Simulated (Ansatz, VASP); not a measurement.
LiF in VASP and in Ansatz

File INCAR:

```
SYSTEM = LiF
PREC     = Accurate       ! precision mode
ENCUT    = 520            ! plane-wave cutoff, eV
EDIFF    = 1E-6           ! SCF threshold, eV
ISMEAR   = 0              ! smearing method
SIGMA    = 0.05           ! smearing width, eV
LREAL    = .FALSE.        ! projectors in reciprocal space
LASPH    = .TRUE.         ! aspherical terms in the spheres
NELM     = 80             ! most SCF steps
ALGO     = Normal         ! electronic algorithm
ISIF     = 2              ! what is computed and relaxed
LWAVE    = .FALSE.        ! write WAVECAR
LCHARG   = .FALSE.        ! write CHGCAR
GGA      = PE             ! functional
NBANDS   = 18             ! bands
```

File KPOINTS:

```
regular mesh
0
G
  9 9 6
  0 0 0
```

POSCAR

```
LiF
1.0
    3.0619407579      0.0000000000      0.0000000000
   -1.5309703789      2.6517184812      0.0000000000
    0.0000000000      0.0000000000      5.1088481545
Li F
2 2
Direct
    0.3333333333      0.6666666667      0.3606709794
    0.6666666667      0.3333333333      0.8606709794
    0.3333333333      0.6666666667      0.9939266766
    0.6666666667      0.3333333333      0.4939266766
```

Input for Ansatz:

```yaml
crystal:
  lattice:
    - [3.0619407579, 0.0, 0.0]
    - [-1.5309703789, 2.6517184812, 0.0]
    - [0.0, 0.0, 5.1088481545]
  atoms:
    - { symbol: Li, position: [0.3333333333, 0.6666666667, 0.3606709794] }
    - { symbol: Li, position: [0.6666666667, 0.3333333333, 0.8606709794] }
    - { symbol: F, position: [0.3333333333, 0.6666666667, 0.9939266766] }
    - { symbol: F, position: [0.6666666667, 0.3333333333, 0.4939266766] }
basis:
  ecutwfc: 520.0
kpoints:
  mp_grid: { grid: [9, 9, 6] }
hamiltonian:
  xc: pbe
scf:
  occupations: { method: gaussian, width: 0.05 }
output:
  forces: true
  stress: true
  eigenvalues: true
```

Alike in both runs: task single point; functional PBE; k mesh 9 × 9 × 6; occupations gaussian, width 0.05 eV; no spin polarisation.

```csv
,VASP,Ansatz
version,VASP 6.6.1,Ansatz 0.2.0
potentials or method,"VASP PAW PBE potentials, release 64 (Li_sv, F), cutoff 520 eV","scalar-relativistic, plane waves, PAW"
valence electrons in the cell,20,20
```

Ansatz gave:

* gap on the k mesh at the Fermi level (eV): 7.64
* least direct gap on the mesh (eV): 7.64
* rms of the force components (eV/Å): 0.067

Problem. Which values does VASP return?

Solution. gap on the k mesh at the Fermi level (eV): 7.62; least direct gap on the mesh (eV): 7.62; rms of the force components (eV/Å): 0.068.

Atom by atom the forces differ by 0.000 eV/Å (rms over components). With one functional, cell and mesh, what is left measures potentials, basis and numerics.

Noted on VASP's run: the cutoff is short for stress, so the pressure is rough.
